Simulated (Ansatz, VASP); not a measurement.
# Si2Ge2P: VASP beside Ansatz

```xyz
5
Lattice="1.7776 1.0263 7.8947 -1.7776 1.0263 7.8947 0.0000 -2.0526 7.8947" Properties=species:S:1:pos:R:3 pbc="T T T"
Si    0.0000    0.0000    9.3125
Si    0.0000    0.0000   14.3717
Ge    0.0000    0.0000    4.8260
Ge    0.0000    0.0000   18.8581
P     0.0000    0.0000    0.0000
```

Change from the starting cell: species swapped into the Nb2CS2 type (R-3m, No. 166).

Alike in both runs: functional PBE; k mesh 6 × 6 × 6; occupations gaussian, width 0.1 eV; no spin polarisation.

Ansatz relaxed the structure, and its values are those at the end. VASP's run is a single point on that final structure, the one shown.

|  | VASP | Ansatz |
| --- | --- | --- |
| version | VASP 6.6.1 | Ansatz 0.2.0 |
| potentials or method | VASP PAW PBE potentials, release 64 (Si, Ge_d, P), cutoff 520 eV | scalar-relativistic, plane waves, PAW |
| valence electrons in the cell | 41 | 41 |

VASP gave:

- gap on the k mesh at the Fermi level (eV): none
- pressure (GPa): -0.1
- rms of the force components (eV/Å): 0.007

Task: What did Ansatz give for the same quantities?

Result: gap on the k mesh at the Fermi level (eV): none; pressure (GPa): -0.1; rms of the force components (eV/Å): 0.006.

A gap of «none» marks a metal or a gap that the smearing closes.
